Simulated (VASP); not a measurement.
A run of VASP 6.6.1:

Contents of INCAR:

```
SYSTEM = Ge20H11
  PREC = Accurate
  ENCUT = 520
  EDIFF = 1E-6
  ISMEAR = -1
  SIGMA = 0.02
  LREAL = Auto
  LASPH = .TRUE.
  NELM = 60
  ALGO = Normal
  ISIF = 2
  LWAVE = .FALSE.
  LCHARG = .FALSE.
  GGA = PE
  NBANDS = 166
```

Contents of KPOINTS:

```
Automatic mesh
0
G
  1 1 1
  0 0 0
```

The input POSCAR:

```
Ge20H11
1.0
    8.0044490000      0.0000000000      0.0000000000
    0.0000000000      8.0044490000      0.0000000000
    0.0000000000      0.0000000000     19.8975550000
H Ge
11 20
Direct
    0.4080105951      0.0000000000      0.0502574311
    0.0919863441      0.0000000000      0.0502574311
    0.9080075343      0.0000000000      0.0502574311
    0.5919832833      0.0000000000      0.0502574311
    0.4080105951      0.4999969392      0.0502574311
    0.0919863441      0.4999969392      0.0502574311
    0.9080075343      0.4999969392      0.0502574311
    0.5919832833      0.4999969392      0.0502574311
    0.7878118781      0.0203386891      0.4357671081
    0.2551955794      0.4794333751      0.4350886327
    0.7739320970      0.4883784006      0.4389484035
    0.2499984696      0.0000000000      0.0952076775
    0.7499954088      0.0000000000      0.0952076775
    0.2499984696      0.4999969392      0.0952076775
    0.7499954088      0.4999969392      0.0952076775
    0.2553205099      0.2461256234      0.1632914195
    0.7512072349      0.2499859765      0.1608388568
    0.2465378941      0.7529187830      0.1709255233
    0.7540181716      0.7574662541      0.1659098316
    0.0034230963      0.2567072387      0.2240777824
    0.5047068199      0.2541586560      0.2304453989
   -0.0000874514      0.7598024549      0.2422056378
    0.5055563475      0.7606769685      0.2368130155
    0.0035979991      0.0229122579      0.3033035968
    0.4973609052     -0.0037604087      0.3157021051
    0.0103942195      0.5049816671      0.3062939140
    0.5053814447      0.4827315409      0.3081132330
    0.2422402841      0.1038422507      0.3620093021
    0.7469845832      0.0902498098      0.3650398252
    0.2509854207      0.4096721711      0.3660851798
    0.7519942972      0.4054370263      0.3691659603
```

Potentials or basis: VASP PAW PBE potentials, release 64 (H, Ge_d).

Launch:

```sh
$ cat potpaw_PBE.64/H/POTCAR potpaw_PBE.64/Ge_d/POTCAR > POTCAR
$ mpirun -np 1 vasp_gam > vasp.out
```

Hardware: 1 thread of Intel(R) Xeon(R) Platinum 8259CL CPU @ 2.50GHz (Skylake/Cascade Lake), with other jobs on the host.

**Question.** Estimate the wall time of this run.

**Answer.** It took 9.5 min on 1 thread of Intel(R) Xeon(R) Platinum 8259CL CPU @ 2.50GHz (Skylake/Cascade Lake) (shared host), peak memory 0.89 GiB. Counts: scf iterations 25, k points 1.
